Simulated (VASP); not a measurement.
Input of a VASP 6.6.1 run:

The input INCAR:

```
  PREC = Accurate
  ENCUT = 520
  EDIFF = 1E-7
  ISMEAR = -1
  SIGMA = 0.1
  LREAL = F
  LASPH = T
  NELM = 80
  ALGO = Normal
  ISIF = 2
  LWAVE = F
  LCHARG = F
  GGA = PS
  NBANDS = 8
```

File KPOINTS:

```
Automatic mesh
0
Gamma
  16 16 16
```

File POSCAR:

```
B
1.0
    1.8762912287      0.0000000000      0.0000000000
    0.0000000000      1.8762912287      0.0000000000
    0.0000000000      0.0000000000      1.8762912287
B
1
Direct
    0.0000000000      0.0000000000      0.0000000000
```

Potentials or basis: VASP PAW PBE potentials, release 64 (B).

Run with:

```sh
$ cat potpaw_PBE.64/B/POTCAR > POTCAR
$ mpirun -np 1 vasp_std > vasp.out
```

(1) Estimate the pressure.

Results:

(1) 0.3 GPa.

Caveat: the PAW data sets were made with another functional, which shifts forces and pressure a little.
